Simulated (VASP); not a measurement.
# MgTe (d3) (P6_3mc) in VASP: a series of runs

Runs on MgTe (d3). Level: PBE+D3(BJ). Tasks: single point, relaxation of cell and atoms.

Program: VASP 6.6.1. These are calculated values, not measurements. Logs are shortened: lines on timing, memory, paths and dates and some standing lists are left out, and cuts for length are marked.

## 1. The cell of the first run

The structure is hexagonal, space group P6_3mc (No. 186). The conventional cell has a = 4.539 Å, b = 4.539 Å, c = 7.390 Å, α = 90.00°, β = 90.00°, γ = 120.00°. Mg (site symmetry 3m) has 4 Te at 2.78 Å within 3.7 Å. Te (site symmetry 3m) has 4 Mg at 2.78 Å within 3.7 Å.

## 2. Single point, PBE+D3(BJ)

The input, INCAR:

```
SYSTEM = MgTe
PREC = Accurate
ENCUT = 600
EDIFF = 1E-6
ISMEAR = 0
SIGMA = 0.02
LREAL = .False.
LASPH = .True.
NELM = 120
ALGO = Normal
ISIF = 2
LWAVE = .False.
LCHARG = .False.
GGA = PE
IVDW = 12
NBANDS = 16
GGA_COMPAT = .False.
```

The input, KPOINTS:

```
regular mesh
0
Gamma
  9 9 4
  0 0 0
```

The input, POSCAR:

```
MgTe
1.0
    4.5390787200      0.0000000000      0.0000000000
   -2.2695393600      3.9309574813      0.0000000000
    0.0000000000      0.0000000000      7.3895940336
Mg Te
2 2
Direct
    0.3333333333      0.6666666667      0.9968441445
    0.6666666667      0.3333333333      0.4968441445
    0.3333333333      0.6666666667      0.3731558555
    0.6666666667      0.3333333333      0.8731558555
```

Potentials or basis: VASP PAW PBE potentials, release 64 (Mg, Te).

Started as:

```sh
cat potpaw_PBE.64/Mg/POTCAR potpaw_PBE.64/Te/POTCAR > POTCAR
mpirun -np 1 vasp_std > vasp.out
```

OUTCAR:

```text
SYSTEM = MgTe
   PREC = Accurate
   ENCUT = 600
   EDIFF = 1E-6
   ISMEAR = 0
   LREAL = .False.
   LASPH = .True.
   NELM = 120
   ISIF = 2
   GGA = PE
   IVDW = 12
 IVDW          = 12

 ion  position               nearest neighbor table
   1  0.333  0.667  0.997-   4 2.78   4 2.78   4 2.78   3 2.78
   2  0.667  0.333  0.497-   3 2.78   3 2.78   3 2.78   4 2.78
   3  0.333  0.667  0.373-   2 2.78   2 2.78   2 2.78   1 2.78
   4  0.667  0.333  0.873-   1 2.78   1 2.78   1 2.78   2 2.78

  LATTYP: Found a hexagonal cell.
 ALAT       =     4.5390787200
 C/A-ratio  =     1.6279942450

  Lattice vectors:

 A1 = (   4.5390787200,   0.0000000000,   0.0000000000)
 A2 = (  -2.2695393600,   3.9309574813,   0.0000000000)
 A3 = (   0.0000000000,   0.0000000000,   7.3895940336)

Analysis of symmetry for initial positions (statically):
=====================================================================
 Subroutine PRICEL returns:
 Original cell was already a primitive cell.

 Routine SETGRP: Setting up the symmetry group for a
 hexagonal supercell.

 Subroutine GETGRP returns: Found 12 space group operations
 (whereof  6 operations were pure point group operations)
 out of a pool of 24 trial point group operations.

The static configuration has the point symmetry C_3v.
 The point group associated with its full space group is C_6v.

Analysis of symmetry for dynamics (positions and initial velocities):
=====================================================================
 Subroutine PRICEL returns:
 Original cell was already a primitive cell.

 Routine SETGRP: Setting up the symmetry group for a
 hexagonal supercell.

 Subroutine GETGRP returns: Found 12 space group operations
 (whereof  6 operations were pure point group operations)
 out of a pool of 24 trial point group operations.

The dynamic configuration has the point symmetry C_3v.
 The point group associated with its full space group is C_6v.

 Subroutine INISYM returns: Found 12 space group operations
 (whereof  6 operations are pure point group operations),
 and found     1 'primitive' translations

----------------------------------------------------------------------------------------

                                     Primitive cell

  volume of cell :     131.8520

  direct lattice vectors                    reciprocal lattice vectors
     4.539078720  0.000000000  0.000000000     0.220309023  0.127195474  0.000000000
    -2.269539360  3.930957481  0.000000000     0.000000000  0.254390948  0.000000000
     0.000000000  0.000000000  7.389594034     0.000000000  0.000000000  0.135325431

  length of vectors
     4.539078720  4.539078720  7.389594034     0.254390948  0.254390948  0.135325431

  position of ions in fractional coordinates (direct lattice)
     0.333333333  0.666666667  0.996844145
     0.666666667  0.333333333  0.496844145
     0.333333333  0.666666667  0.373155856
     0.666666667  0.333333333  0.873155856

  ion indices of the primitive-cell ions
   primitive index   ion index
                 1           1
                 2           2
                 3           3
                 4           4

----------------------------------------------------------------------------------------

 KPOINTS: regular mesh

Automatic generation of k-mesh.
 Grid dimensions read from file:
 generate k-points for:    9    9    4

 Generating k-lattice:

  Cartesian coordinates                     Fractional coordinates (reciprocal lattice)
     0.024478780  0.014132830  0.000000000     0.111111111  0.000000000  0.000000000
     0.000000000  0.028265661  0.000000000     0.000000000  0.111111111  0.000000000
     0.000000000  0.000000000  0.033831358     0.000000000  0.000000000  0.250000000

  Length of vectors
     0.028265661  0.028265661  0.033831358

  Shift w.r.t. Gamma in fractional coordinates (k-lattice)
     0.000000000  0.000000000  0.000000000

 Subroutine IBZKPT returns following result:
 ===========================================

 Found     36 irreducible k-points:

 Following reciprocal coordinates:
            Coordinates               Weight
  0.000000  0.000000  0.000000      1.000000
  0.111111 -0.000000  0.000000      6.000000
  0.222222 -0.000000  0.000000      6.000000
  0.333333 -0.000000  0.000000      6.000000
  0.444444 -0.000000  0.000000      6.000000
  0.111111  0.111111  0.000000      6.000000
[... 16 lines left out ...]
  0.333333  0.222222  0.250000     24.000000
  0.333333  0.333333  0.250000      4.000000
 [... further k-points ...]
   k-points           NKPTS =     36   k-points in BZ     NKDIM =     36   number of bands    NBANDS=     16
   number of dos      NEDOS =    301   number of ions     NIONS =      4
   total plane-waves  NPLWV =  77760
   dimension x,y,z NGX =    36 NGY =   36 NGZ =   60
   dimension x,y,z NGXF=    72 NGYF=   72 NGZF=  120
   ions per type =               2   2
   NGX,Y,Z   is equivalent  to a cutoff of  13.19, 13.19, 13.50 a.u.
   NGXF,Y,Z  is equivalent  to a cutoff of  26.37, 26.37, 27.00 a.u.
 SYSTEM =  MgTe
   PREC   = accura    normal or accurate (medium, high low for compatibility)
   ISTART =      0    job   : 0-new  1-cont  2-samecut
   ICHARG =      2    charge: 1-file 2-atom 10-const
   ISPIN  =      1    spin polarized calculation?
   LNONCOLLINEAR =      F non collinear calculations
   LSORBIT =      F    spin-orbit coupling
   LASPH  =      T    aspherical Exc in radial PAW
   ENCUT  =  600.0 eV  44.10 Ry    6.64 a.u.   9.07  9.07 14.76*2*pi/ulx,y,z
   NELM   =    120;   NELMIN=  2; NELMDL= -5     # of ELM steps
   EDIFF  = 0.1E-05   stopping-criterion for ELM
   LREAL  =      F    real-space projection
   EDIFFG = 0.1E-04   stopping-criterion for IOM
   NSW    =      0    number of steps for IOM
   IBRION =     -1    ionic relax: 0-MD 1-quasi-New 2-CG
   NFREE  =      0    steps in history (QN), initial steepest desc. (CG)
   ISIF   =      2    stress and relaxation
   ISYM   =      2    0-nonsym 1-usesym 2-fastsym
   POTIM  = 0.5000    time-step for ionic-motion
   TEBEG  =    0.0;   TEEND  =   0.0 temperature during run
   PSTRESS=    0.0 pullay stress
   NELECT =      16.0000    total number of electrons
   NUPDOWN=      -1.0000    fix difference up-down
   EMIN   =  10.00;   EMAX   =-10.00  energy-range for DOS
   EFERMI =   0.00;   METHOD = LEGACY
   ISMEAR =     0;   SIGMA  =   0.02  broadening in eV -4-tet -1-fermi 0-gaus
   EFERMI_NEDOS =   21; number of points for ismear=-14 and -15
   IALGO  =     38    algorithm
   IMIX   =      4    mixing-type and parameters
     AMIX     =   0.40;   BMIX     =  1.00
     AMIX_MAG =   1.60;   BMIX_MAG =  1.00
  volume/ion in A,a.u.               =      32.96       222.45
  Fermi-wavevector in a.u.,A,eV,Ry     =   0.810499  1.531621  8.937790  0.656909
  Thomas-Fermi vector in A             =   1.919686
   LORBIT       =      0    0 simple, 1 ext, 2 COOP (PROOUT), +10 PAW based schemes
   GGA     = PE    functional components
   LHFCALC =     F    Hartree Fock is set to
   AEXX    =    0.0000 exact exchange contribution
   IVDW    =    12    specifies the selected vdW correction
   LEPSILON=     F    determine dielectric tensor
   LRPA    =     F    only Hartree local field effects (RPA)
 non-spin polarized calculation
 Gauss-broadening in eV      SIGMA  =   0.02
  energy-cutoff  :      600.00
  volume of cell :      131.85
 maximum number of plane-waves:      4425
   NGX = 19   NGY = 19   NGZ = 29

 number of electron      16.0000001 magnetization

 Free energy of the ion-electron system (eV)
  ---------------------------------------------------
  ext. energy  EPLUGINS =         0.00000000
  ---------------------------------------------------
  free energy    TOTEN  =       -12.78201510 eV

  energy without entropy =      -12.78201510  energy(sigma->0) =      -12.78201510

 E-fermi :   2.1894     XC(G=0):  -7.9243

 val. band max:        2.0692644938   @ k =   0.0000   0.0000   0.0000
 cond. band min:       4.6385789238   @ k =   0.0000   0.0000   0.0000
 fundamental gap:      2.5693144300
 Fermi energy:         2.1893567863

 k-point     1 :       0.0000    0.0000    0.0000
  band No.  band energies     occupation
      1      -8.2226      2.00000
      2      -7.5890      2.00000
      3      -1.2549      2.00000
      4       1.5681      2.00000
      5       1.5681      2.00000
      6       2.0635      2.00000
[... 8 lines left out ...]
     15       8.3518      0.00000
     16       9.3220      0.00000

 k-point     2 :       0.1111   -0.0000    0.0000
  band No.  band energies     occupation
      1      -8.1674      2.00000
      2      -7.5578      2.00000
      3      -1.1749      2.00000
      4       1.1121      2.00000
      5       1.4496      2.00000
      6       1.5535      2.00000
[... 8 lines left out ...]
     15       8.6399      0.00000
     16       8.6835      0.00000

 k-point     3 :       0.2222   -0.0000    0.0000
  band No.  band energies     occupation
      1      -8.0151      2.00000
      2      -7.4812      2.00000
      3      -0.9583      2.00000
      4       0.2778      2.00000
      5       0.6787      2.00000
      6       1.1986      2.00000
[... 8 lines left out ...]
     15       8.7597      0.00000
     16       9.1215      0.00000

 k-point     4 :       0.3333   -0.0000    0.0000
  band No.  band energies     occupation
      1      -7.8101      2.00000
      2      -7.4066      2.00000
      3      -0.8041      2.00000
      4      -0.2840      2.00000
      5      -0.0321      2.00000
      6       0.9634      2.00000
[... 8 lines left out ...]
     15       9.0998      0.00000
     16      10.0452      0.00000
[... 324 lines left out ...]
 k-point    22 :       0.2222    0.2222    0.2500
  band No.  band energies     occupation
      1      -7.6600      2.00000
      2      -7.4320      2.00000
      3      -0.8464      2.00000
      4      -0.5480      2.00000
      5       0.4455      2.00000
      6       0.4692      2.00000
[... 8 lines left out ...]
     15       8.6891      0.00000
     16       9.6838      0.00000

 k-point    23 :       0.3333    0.2222    0.2500
  band No.  band energies     occupation
      1      -7.5240      2.00000
      2      -7.4086      2.00000
      3      -0.9332      2.00000
      4      -0.7422      2.00000
      5       0.0691      2.00000
      6       0.6733      2.00000
[... 8 lines left out ...]
     15       9.6328      0.00000
     16       9.8770      0.00000

 k-point    24 :       0.3333    0.3333    0.2500
  band No.  band energies     occupation
      1      -7.4384      2.00000
      2      -7.4384      2.00000
      3      -0.7779      2.00000
      4      -0.7779      2.00000
      5      -0.2340      2.00000
      6       0.4659      2.00000
[... 8 lines left out ...]
     15       9.7790      0.00000
     16      10.0354      0.00000

 [... further k-points ...]

------------------------ aborting loop because EDIFF is reached ----------------------------------------

 Edisp (eV)   -1.19350

 E8    (eV) :    -0.5354

  FORCE on cell =-STRESS in cart. coord.  units (eV):
  Direction    XX          YY          ZZ          XY          YZ          ZX
  --------------------------------------------------------------------------------------
  -------------------------------------------------------------------------------------
  Total      -0.00850    -0.00850    -0.00172     0.00000     0.00000     0.00000
  in kB      -0.10331    -0.10331    -0.02094     0.00000     0.00000     0.00000
  external pressure =       -0.08 kB  Pullay stress =        0.00 kB

 VOLUME and BASIS-vectors are now :
 -----------------------------------------------------------------------------
  energy-cutoff  :      600.00
  volume of cell :      131.85
      direct lattice vectors                 reciprocal lattice vectors
     4.539078720  0.000000000  0.000000000     0.220309023  0.127195474  0.000000000
    -2.269539360  3.930957481  0.000000000     0.000000000  0.254390948  0.000000000
     0.000000000  0.000000000  7.389594034     0.000000000  0.000000000  0.135325431

 POSITION                                       TOTAL-FORCE (eV/Angst)
 -----------------------------------------------------------------------------------
     -0.00000      2.62064      7.36627        -0.000000     -0.000000     -0.000151
      2.26954      1.31032      3.67148         0.000000      0.000000     -0.000151
     -0.00000      2.62064      2.75747         0.000000      0.000000      0.000151
      2.26954      1.31032      6.45227        -0.000000     -0.000000      0.000151
 -----------------------------------------------------------------------------------
    total drift:                               -0.000000     -0.000000      0.000440

  FREE ENERGIE OF THE ION-ELECTRON SYSTEM (eV)
  ---------------------------------------------------
  free  energy   TOTEN  =       -13.9755131012 eV

  energy  without entropy=      -13.9755131012  energy(sigma->0) =      -13.97551310
```

Run time: 52 s. Hardware: 1 thread of Intel Xeon Platinum 8559C (Emerald Rapids), shared host; peak memory 0.31 GiB.

Results:

| Quantity | Value |
| --- | --- |
| Free energy | -13.9755 eV |
| Pressure | 0.0 GPa |
| Band gap on the k mesh | 2.57 eV, direct |
| Dispersion energy per atom | -0.298 eV |

Caveat: spin-orbit coupling is left out, which moves the levels of the heavy elements.

## 3. Relaxation of cell and atoms, PBE+D3(BJ)

This run uses another cell than the first one, of 33.93 Å³/atom, 1.029 times its volume.

The input, INCAR:

```
SYSTEM = MgTe
PREC = Accurate
ENCUT = 600
EDIFF = 1E-7
ISMEAR = 0
SIGMA = 0.02
LREAL = .False.
LASPH = .True.
NELM = 120
ALGO = Normal
ISIF = 3
LWAVE = .False.
LCHARG = .False.
GGA = PE
IVDW = 12
IBRION = 2
NSW = 100
EDIFFG = -0.002
GGA_COMPAT = .False.
NELMIN = 4
```

KPOINTS is that of step 2.

The input, POSCAR:

```
MgTe
1.0
    4.5902025400      0.0000000000      0.0000000000
   -2.2951012700      3.9752320100      0.0000000000
    0.0000000000      0.0000000000      7.4378057100
Mg Te
2 2
Direct
    0.3333333300      0.6666666700      0.9959911700
    0.6666666700      0.3333333300      0.4959911700
    0.3333333300      0.6666666700      0.3740088300
    0.6666666700      0.3333333300      0.8740088300
```

Potentials or basis: VASP PAW PBE potentials, release 64 (Mg, Te).

Started as:

```sh
cat potpaw_PBE.64/Mg/POTCAR potpaw_PBE.64/Te/POTCAR > POTCAR
mpirun -np 1 vasp_std > vasp.out
```

It took 5 min on 1 thread of Intel Xeon Platinum 8559C (Emerald Rapids), shared host; peak memory 0.36 GiB.

The run converged. Its results:

| Item | Value |
| --- | --- |
| Free energy | -13.9756 eV |
| Relaxed volume | 32.95 Å³/atom |
| Relaxed cell | a = 4.538 Å, b = 4.538 Å, c = 7.390 Å, α = 90.00°, β = 90.00°, γ = 120.00° |
| Space group after relaxing (to 0.05 Å) | P6_3mc (No. 186) |
| Energy gained by relaxing | 3.3 meV/atom |
| Ionic steps | 10 |
| Pressure after relaxing | 0.0 GPa |
| Band gap on the k mesh | 2.57 eV, direct |
| Dispersion energy per atom | -0.298 eV |

The path:
```tsv
step	energy change (eV)	largest force (eV/Å)	pressure (GPa)	volume (Å³)
1	0.0000	0.0224	-1.04	135.72
2	-0.0129	0.0161	0.11	131.45
3	-0.0131	0.0162	0.00	131.81
4	-0.0130	0.0163	-0.02	131.88
5	-0.0131	0.0131	-0.02	131.88
6	-0.0132	0.0034	-0.02	131.89
7	-0.0132	0.0168	-0.02	131.89
8	-0.0133	0.0064	-0.02	131.89
9	-0.0133	0.0044	0.02	131.76
10	-0.0133	0.0003	0.00	131.81
```

Final structure:
```
Mg Te
1.0
     4.53830    0.00000    0.00000
    -2.26915    3.93029    0.00000
     0.00000    0.00000    7.38968
Mg Te
2 2
Direct
  0.33333 0.66667 0.99686
  0.66667 0.33333 0.49686
  0.33333 0.66667 0.37314
  0.66667 0.33333 0.87314
```

Levels at points of the mesh, in eV from the valence-band top:
```tsv
k point	band 6	band 7	band 8	band 9	band 10	band 11
(0.00, 0.00, 0.00)	0.00	0.00	0.00	2.57	3.03	5.30
(0.00, 0.00, 0.50)	-0.27	-0.27	-0.27	3.53	3.53	5.56
```

Caveat: spin-orbit coupling is left out, which moves the levels of the heavy elements. A hybrid or GW would open this gap; PBE tends to underestimate it.

## 4. Single point, PBE+D3(BJ)

This run uses another cell than the first one, of 33.93 Å³/atom, 1.029 times its volume.

The input, INCAR:

```
SYSTEM = MgTe
ALGO     = Normal         ! electronic algorithm
EDIFF    = 1E-6           ! SCF threshold, eV
ENCUT    = 600            ! plane-wave cutoff, eV
GGA      = PE             ! functional
GGA_COMPAT= .False.      
ISIF     = 2              ! what is computed and relaxed
ISMEAR   = 0              ! smearing method
IVDW     = 12             ! dispersion correction
LASPH    = .True.         ! aspherical terms in the spheres
LCHARG   = .False.        ! write CHGCAR
LREAL    = .False.        ! projectors in reciprocal space
LWAVE    = .False.        ! write WAVECAR
NBANDS   = 16             ! bands
NELM     = 120            ! most SCF steps
PREC     = Accurate       ! precision mode
SIGMA    = 0.1            ! smearing width, eV
```

The input, KPOINTS:

```
k-points
0
Gamma
  6 6 4
  0 0 0
```

POSCAR is that of step 3.

Started as:

```sh
cat potpaw_PBE.64/Mg/POTCAR potpaw_PBE.64/Te/POTCAR > POTCAR
mpirun -np 1 vasp_std > vasp.out
```

Wall time 47 s (1 thread of Intel Xeon Platinum 8559C (Emerald Rapids), shared host); peak memory 0.31 GiB.

Results (log left out):

- Free energy: -13.9608 eV
- Pressure: -1.0 GPa
- Largest force: 0.022 eV/Å
- Band gap on the k mesh: 2.41 eV, direct
- Dispersion energy per atom: -0.289 eV

Forces in eV/Å, atoms in the order of the input:
```
Mg   0.000  0.000  0.022
Mg   0.000  0.000  0.022
Te   0.000  0.000 -0.022
Te   0.000  0.000 -0.022
```

Levels at points of the mesh, in eV from the valence-band top:
```csv
k point,band 5,band 6,band 7,band 8,band 9,band 10,band 11,band 12
"(0.00, 0.00, 0.00)",-0.53,-0.04,-0.04,0.00,2.41,2.90,5.23,5.23
"(0.50, 0.00, 0.00)",-1.96,-1.25,-1.00,-0.47,3.13,3.84,4.26,5.47
"(0.00, 0.00, 0.50)",-0.30,-0.30,-0.30,-0.30,3.39,3.39,5.48,5.48
"(0.50, 0.00, 0.50)",-0.91,-0.91,-0.89,-0.89,3.20,3.20,4.23,4.23
```

Caveat: spin-orbit coupling is left out, which moves the levels of the heavy elements. As with any semilocal functional, this PBE gap is likely too small.

## 5. The runs side by side

```tsv
task	cell	k mesh	smearing	gap on the mesh (eV)	pressure (GPa)
single point	a = 4.539, b = 4.539, c = 7.390 Å, angles 90.0, 90.0, 120.0°, 4 atoms	9 × 9 × 4	gaussian 0.02 eV	2.57	0.0
relaxation of cell and atoms	relaxed from a = 4.590, b = 4.590, c = 7.438 Å, angles 90.0, 90.0, 120.0°, 4 atoms	9 × 9 × 4	gaussian 0.02 eV	2.57	0.0
single point	a = 4.590, b = 4.590, c = 7.438 Å, angles 90.0, 90.0, 120.0°, 4 atoms	6 × 6 × 4	gaussian 0.1 eV	2.41	-1.0
```

Alike in all rows: level PBE+D3(BJ); potentials or basis VASP PAW PBE potentials, release 64 (Mg, Te); no spin polarisation; cutoff (eV) 600.

Caveats: spin-orbit coupling is left out, which moves the levels of the heavy elements.

Absolute energies hang on the potentials; compare differences alone.
